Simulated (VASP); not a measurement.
# Mo16Cl in VASP: single point with PBE

Aim: the single point of Mo16Cl with PBE.

Program: VASP 6.6.1. These are calculated values, not measurements. Logs are shortened: lines on timing, memory, paths and dates and some standing lists are left out, and cuts for length are marked.

## Step 1: The cell of the first run

The cell holds a slab with vacuum, 17 atoms: a = 6.321 Å, b = 6.321 Å, c = 20.088 Å, α = 90.00°, β = 90.00°, γ = 90.00°.

## Step 2: Single point, PBE

File INCAR:

```
SYSTEM = Mo16Cl
PREC = Accurate
ENCUT = 520
EDIFF = 1E-6
ISMEAR = 0
SIGMA = 0.1
LREAL = Auto
LASPH = .TRUE.
NELM = 80
ALGO = Normal
ISIF = 2
LWAVE = .FALSE.
LCHARG = .FALSE.
LDIPOL = .TRUE.
IDIPOL = 3
DIPOL = 0.5 0.5 0.327
GGA = PE
NBANDS = 130
```

File KPOINTS:

```
regular mesh
0
G
  4 4 1
  0 0 0
```

File POSCAR:

```
Mo16Cl
1.0
    6.3209357483      0.0000000000      0.0000000000
    0.0000000000      6.3209357483      0.0000000000
    0.0000000000      0.0000000000     20.0883894453
Mo Cl
16 1
Direct
    0.2500000000      0.2500000000      0.1991199947
    0.2500000000      0.7500000000      0.1991199947
    0.7500000000      0.2500000000      0.1991199947
    0.7500000000      0.7500000000      0.1991199947
    0.0000000000      0.0000000000      0.2777840379
    0.0000000000      0.5000000000      0.2777840379
    0.5000000000      0.0000000000      0.2777840379
    0.5000000000      0.5000000000      0.2777840379
    0.2500000000      0.2500000000      0.3589730499
    0.2500000000      0.7500000000      0.3589730499
    0.7500000000      0.2500000000      0.3589730499
    0.7500000000      0.7500000000      0.3589730499
    0.0000000000      0.0000000000      0.4275300152
    0.0000000000      0.5000000000      0.4275300152
    0.5000000000      0.0000000000      0.4275300152
    0.5000000000      0.5000000000      0.4275300152
    0.2500000000      0.2500000000      0.5101448300
```

Potentials or basis: VASP PAW PBE potentials, release 64 (Mo_sv, Cl).

Run with:

```sh
$ cat potpaw_PBE.64/Mo_sv/POTCAR potpaw_PBE.64/Cl/POTCAR > POTCAR
$ mpirun -np 1 vasp_std > vasp.out
```

OUTCAR:

```text
SYSTEM = Mo16Cl
   PREC = Accurate
   ENCUT = 520
   EDIFF = 1E-6
   ISMEAR = 0
   LREAL = Auto
   LASPH = .TRUE.
   NELM = 80
   ISIF = 2
   GGA = PE

 ion  position               nearest neighbor table
   1  0.250  0.250  0.199-   5 2.74   6 2.74   7 2.74   8 2.74   2 3.16   3 3.16   2 3.16   3 3.16
                             9 3.21
   2  0.250  0.750  0.199-   5 2.74   6 2.74   7 2.74   8 2.74   1 3.16   4 3.16   1 3.16   4 3.16
                            10 3.21
   3  0.750  0.250  0.199-   5 2.74   6 2.74   7 2.74   8 2.74   1 3.16   4 3.16   4 3.16   1 3.16
                            11 3.21
   4  0.750  0.750  0.199-   5 2.74   6 2.74   7 2.74   8 2.74   2 3.16   3 3.16   3 3.16   2 3.16
                            12 3.21
   5  0.000  0.000  0.278-   1 2.74   2 2.74   3 2.74   4 2.74   9 2.77  10 2.77  11 2.77  12 2.77
                            13 3.01   7 3.16   6 3.16   6 3.16   7 3.16
   6  0.000  0.500  0.278-   1 2.74   2 2.74   3 2.74   4 2.74   9 2.77  10 2.77  11 2.77  12 2.77
                            14 3.01   8 3.16   5 3.16   5 3.16   8 3.16
   7  0.500  0.000  0.278-   1 2.74   2 2.74   3 2.74   4 2.74   9 2.77  10 2.77  11 2.77  12 2.77
                            15 3.01   8 3.16   5 3.16   8 3.16   5 3.16
   8  0.500  0.500  0.278-   1 2.74   2 2.74   3 2.74   4 2.74   9 2.77  10 2.77  11 2.77  12 2.77
                            16 3.01   7 3.16   6 3.16   7 3.16   6 3.16
   9  0.250  0.250  0.359-  13 2.63  14 2.63  15 2.63  16 2.63   5 2.77   6 2.77   7 2.77   8 2.77
                            17 3.04  11 3.16  10 3.16  10 3.16  11 3.16   1 3.21
  10  0.250  0.750  0.359-  13 2.63  14 2.63  15 2.63  16 2.63   5 2.77   6 2.77   7 2.77   8 2.77
                             9 3.16  12 3.16   9 3.16  12 3.16   2 3.21
  11  0.750  0.250  0.359-  13 2.63  14 2.63  15 2.63  16 2.63   5 2.77   6 2.77   7 2.77   8 2.77
                             9 3.16  12 3.16  12 3.16   9 3.16   3 3.21
  12  0.750  0.750  0.359-  13 2.63  14 2.63  15 2.63  16 2.63   5 2.77   6 2.77   7 2.77   8 2.77
                            10 3.16  11 3.16  11 3.16  10 3.16   4 3.21
  13  0.000  0.000  0.428-   9 2.63  10 2.63  11 2.63  12 2.63  17 2.78   5 3.01  15 3.16  14 3.16
                            14 3.16  15 3.16
  14  0.000  0.500  0.428-   9 2.63  10 2.63  11 2.63  12 2.63  17 2.78   6 3.01  16 3.16  13 3.16
                            13 3.16  16 3.16
  15  0.500  0.000  0.428-   9 2.63  10 2.63  11 2.63  12 2.63  17 2.78   7 3.01  16 3.16  13 3.16
                            16 3.16  13 3.16
  16  0.500  0.500  0.428-   9 2.63  10 2.63  11 2.63  12 2.63  17 2.78   8 3.01  15 3.16  14 3.16
                            15 3.16  14 3.16
  17  0.250  0.250  0.510-  13 2.78  14 2.78  15 2.78  16 2.78   9 3.04

  LATTYP: Found a simple tetragonal cell.
 ALAT       =     6.3209357483
 C/A-ratio  =     3.1780720838

  Lattice vectors:

 A1 = (   6.3209357483,   0.0000000000,   0.0000000000)
 A2 = (   0.0000000000,   6.3209357483,   0.0000000000)
 A3 = (   0.0000000000,   0.0000000000,  20.0883894453)

Analysis of symmetry for initial positions (statically):
=====================================================================
 Subroutine PRICEL returns:
 Original cell was already a primitive cell.

 Routine SETGRP: Setting up the symmetry group for a
 simple tetragonal supercell.

 Subroutine GETGRP returns: Found  8 space group operations
 (whereof  2 operations were pure point group operations)
 out of a pool of 16 trial point group operations.

The static configuration has the point symmetry C_1h.
 The point group associated with its full space group is C_4v.

Analysis of symmetry for dynamics (positions and initial velocities):
=====================================================================
 Subroutine PRICEL returns:
 Original cell was already a primitive cell.

 Routine SETGRP: Setting up the symmetry group for a
 simple tetragonal supercell.

 Subroutine GETGRP returns: Found  8 space group operations
 (whereof  2 operations were pure point group operations)
 out of a pool of 16 trial point group operations.

The dynamic configuration has the point symmetry C_1h.
 The point group associated with its full space group is C_4v.

 Subroutine INISYM returns: Found  8 space group operations
 (whereof  2 operations are pure point group operations),
 and found     1 'primitive' translations

----------------------------------------------------------------------------------------

                                     Primitive cell

  volume of cell :     802.6161

  direct lattice vectors                    reciprocal lattice vectors
     6.320935748  0.000000000  0.000000000     0.158204424  0.000000000  0.000000000
[... 63 lines left out ...]
  Shift w.r.t. Gamma in fractional coordinates (k-lattice)
     0.000000000  0.000000000  0.000000000

 Subroutine IBZKPT returns following result:
 ===========================================

 Found      6 irreducible k-points:

 Following reciprocal coordinates:
            Coordinates               Weight
  0.000000  0.000000  0.000000      1.000000
  0.250000  0.000000  0.000000      4.000000
  0.500000  0.000000  0.000000      2.000000
  0.250000  0.250000  0.000000      4.000000
  0.500000  0.250000  0.000000      4.000000
  0.500000  0.500000  0.000000      1.000000
   k-points           NKPTS =      6   k-points in BZ     NKDIM =      6   number of bands    NBANDS=    130
   number of dos      NEDOS =    301   number of ions     NIONS =     17
   total plane-waves  NPLWV = 345600
   dimension x,y,z NGX =    48 NGY =   48 NGZ =  150
   dimension x,y,z NGXF=    96 NGYF=   96 NGZF=  300
   ions per type =              16   1
   NGX,Y,Z   is equivalent  to a cutoff of  12.62, 12.62, 12.41 a.u.
   NGXF,Y,Z  is equivalent  to a cutoff of  25.25, 25.25, 24.83 a.u.
 SYSTEM =  Mo16Cl
   PREC   = accura    normal or accurate (medium, high low for compatibility)
   ISTART =      0    job   : 0-new  1-cont  2-samecut
   ICHARG =      2    charge: 1-file 2-atom 10-const
   ISPIN  =      1    spin polarized calculation?
   LNONCOLLINEAR =      F non collinear calculations
   LSORBIT =      F    spin-orbit coupling
   LASPH  =      T    aspherical Exc in radial PAW
   ENCUT  =  520.0 eV  38.22 Ry    6.18 a.u.  11.75 11.75 37.35*2*pi/ulx,y,z
   NELM   =     80;   NELMIN=  2; NELMDL= -5     # of ELM steps
   EDIFF  = 0.1E-05   stopping-criterion for ELM
   LREAL  =      T    real-space projection
   EDIFFG = 0.1E-04   stopping-criterion for IOM
   NSW    =      0    number of steps for IOM
   IBRION =     -1    ionic relax: 0-MD 1-quasi-New 2-CG
   NFREE  =      0    steps in history (QN), initial steepest desc. (CG)
   ISIF   =      2    stress and relaxation
   ISYM   =      2    0-nonsym 1-usesym 2-fastsym
   POTIM  = 0.5000    time-step for ionic-motion
   TEBEG  =    0.0;   TEEND  =   0.0 temperature during run
   PSTRESS=    0.0 pullay stress
   NELECT =     231.0000    total number of electrons
   NUPDOWN=      -1.0000    fix difference up-down
   EMIN   =  10.00;   EMAX   =-10.00  energy-range for DOS
   EFERMI =   0.00;   METHOD = LEGACY
   ISMEAR =     0;   SIGMA  =   0.10  broadening in eV -4-tet -1-fermi 0-gaus
   EFERMI_NEDOS =   21; number of points for ismear=-14 and -15
   IALGO  =     38    algorithm
   IMIX   =      4    mixing-type and parameters
     AMIX     =   0.40;   BMIX     =  1.00
     AMIX_MAG =   1.60;   BMIX_MAG =  1.00
  volume/ion in A,a.u.               =      47.21       318.61
  Fermi-wavevector in a.u.,A,eV,Ry     =   1.080877  2.042561 15.895614  1.168295
  Thomas-Fermi vector in A             =   2.216879
   LORBIT       =      0    0 simple, 1 ext, 2 COOP (PROOUT), +10 PAW based schemes
   GGA     = PE    functional components
   LHFCALC =     F    Hartree Fock is set to
   AEXX    =    0.0000 exact exchange contribution
   IVDW    =     0    specifies the selected vdW correction
   LEPSILON=     F    determine dielectric tensor
   LRPA    =     F    only Hartree local field effects (RPA)
 non-spin polarized calculation
 Gauss-broadening in eV      SIGMA  =   0.10
  energy-cutoff  :      520.00
  volume of cell :      802.62
 maximum number of plane-waves:     21671
 NGX is ok and might be reduce to    48
   NGX = 23   NGY = 23   NGZ = 75

 dipolmoment           0.000000      0.000000     -0.013275 electrons x Angstroem

 number of electron     231.0000015 magnetization

 dipolmoment           0.000000      0.000000      0.058226 electrons x Angstroem

 Free energy of the ion-electron system (eV)
  ---------------------------------------------------
  ext. energy  EPLUGINS =         0.00000000
  ---------------------------------------------------
  free energy    TOTEN  =      -162.90229235 eV

  energy without entropy =     -162.82360896  energy(sigma->0) =     -162.86295065

 E-fermi :   1.4389     XC(G=0):  -5.4981

 val. band max:        1.4330500076   @ k =   0.5000   0.5000   0.0000
 cond. band min:       1.4888737340   @ k =   0.2500   0.0000   0.0000
 fundamental gap:      0.0558237264
 Fermi energy:         1.4388645339

 k-point     1 :       0.0000    0.0000    0.0000
  band No.  band energies     occupation
      1     -59.5350      2.00000
      2     -59.3993      2.00000
      3     -59.3535      2.00000
      4     -59.3535      2.00000
      5     -59.3497      2.00000
      6     -59.3479      2.00000
[... 769 lines left out ...]
    126       2.6829      0.00000
    127       2.6920      0.00000
 [bands above 127 left out]

------------------------ aborting loop because EDIFF is reached ----------------------------------------

 vacuum level on the upper side and lower side of the slab       (xc-potential included)         0.033        -0.234

  FORCE on cell =-STRESS in cart. coord.  units (eV):
  Direction    XX          YY          ZZ          XY          YZ          ZX
  --------------------------------------------------------------------------------------
  -------------------------------------------------------------------------------------
  Total      -21.2993990    -21.2993990     -9.9353263      0.0000000      0.0000000      0.0000000
  in kB      -42.5177292    -42.5177292    -19.8328373      0.0000000      0.0000000      0.0000000
  external PRESSURE =     -34.9560986 kB  Pullay stress =       0.0000000 kB

 VOLUME and BASIS-vectors are now :
 -----------------------------------------------------------------------------
  energy-cutoff  :      520.00
  volume of cell :      802.62
      direct lattice vectors                 reciprocal lattice vectors
     6.320935748  0.000000000  0.000000000     0.158204424  0.000000000  0.000000000
     0.000000000  6.320935748  0.000000000     0.000000000  0.158204424  0.000000000
     0.000000000  0.000000000 20.088389445     0.000000000  0.000000000  0.049779999

 POSITION                                       TOTAL-FORCE (eV/Angst)
 -----------------------------------------------------------------------------------
      1.58023      1.58023      4.00000        -0.000000     -0.000000      1.930592
      1.58023      4.74070      4.00000         0.000000     -0.000000      1.824045
      4.74070      1.58023      4.00000         0.000000     -0.000000      1.824045
      4.74070      4.74070      4.00000         0.000000     -0.000000      1.808767
      0.00000      0.00000      5.58023        -0.039450     -0.039450     -1.830582
      0.00000      3.16047      5.58023        -0.039450      0.039450     -1.830582
[... 9 lines left out ...]
      3.16047      3.16047      8.58839        -0.423694     -0.423694      0.346805
      1.58023      1.58023     10.24799        -0.000000     -0.000000      0.017627
 -----------------------------------------------------------------------------------
    total drift:                                0.000000      0.000000     -0.000670

  FREE ENERGIE OF THE ION-ELECTRON SYSTEM (eV)
  ---------------------------------------------------
  free  energy   TOTEN  =      -162.9022923509 eV

  energy  without entropy=     -162.8236089567  energy(sigma->0) =     -162.86295065

 vacuum level on the upper side and lower side of the slab         5.471         5.176
```

It took 55 min on 1 thread of Intel Xeon 8259CL, shared host; peak memory 0.92 GiB.

What came out:

```yaml
Free_energy: -162.9023 eV
Largest_force: 1.931 eV/Å
Band_gap_on_the_k_mesh: zero (an odd number of electrons rules out a gap without spin polarisation)
```

Forces in eV/Å, atoms in the order of the input:
```
Mo   0.000  0.000  1.931
Mo   0.000  0.000  1.824
Mo   0.000  0.000  1.824
Mo   0.000  0.000  1.809
Mo  -0.039 -0.039 -1.831
Mo  -0.039  0.039 -1.831
Mo   0.039 -0.039 -1.831
Mo   0.039  0.039 -1.831
Mo   0.000  0.000 -0.835
Mo   0.000  0.000 -0.172
Mo   0.000  0.000 -0.172
Mo   0.000  0.000 -0.290
Mo   0.424  0.424  0.347
Mo   0.424 -0.424  0.347
Mo  -0.424  0.424  0.347
Mo  -0.424 -0.424  0.347
Cl   0.000  0.000  0.018
```

The gap in the log of VASP goes by the Fermi energy; the results here count the filled bands.